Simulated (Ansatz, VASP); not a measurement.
BP4 in VASP and in Ansatz

```
B P
1.0
    -2.45778    2.45778    3.23592
     2.45778   -2.45778    3.23592
     2.45778    2.45778   -3.23592
B P
1 4
Direct
  0.00000 0.00000 0.00000
  0.28254 0.28254 0.00000
  0.71746 0.71746 0.00000
  0.75000 0.25000 0.50000
  0.25000 0.75000 0.50000
```

Change from the starting cell: species swapped into the RbIn4 type (I4/mmm, No. 139).

Alike in both runs: functional PBE; k mesh 12 × 12 × 12; occupations gaussian, width 0.1 eV; no spin polarisation.

Ansatz relaxed the structure, and its values are those at the end. VASP's run is a single point on that final structure, the one shown.

```csv
,VASP,Ansatz
version,VASP 6.6.1,Ansatz 0.2.0
potentials or method,"VASP PAW PBE potentials, release 64 (B, P), cutoff 520 eV","scalar-relativistic, plane waves, PAW"
valence electrons in the cell,23,23
```

VASP gave:

- gap on the k mesh at the Fermi level (eV): none
- pressure (GPa): -0.2
- rms of the force components (eV/Å): 0.012

Question: Estimate Ansatz's values.

Answer: gap on the k mesh at the Fermi level (eV): none; pressure (GPa): 0.0; rms of the force components (eV/Å): 0.001.

A gap of «none» marks a metal or a gap that the smearing closes. The functional is the same, so the differences come from potentials, cutoffs and numerics.
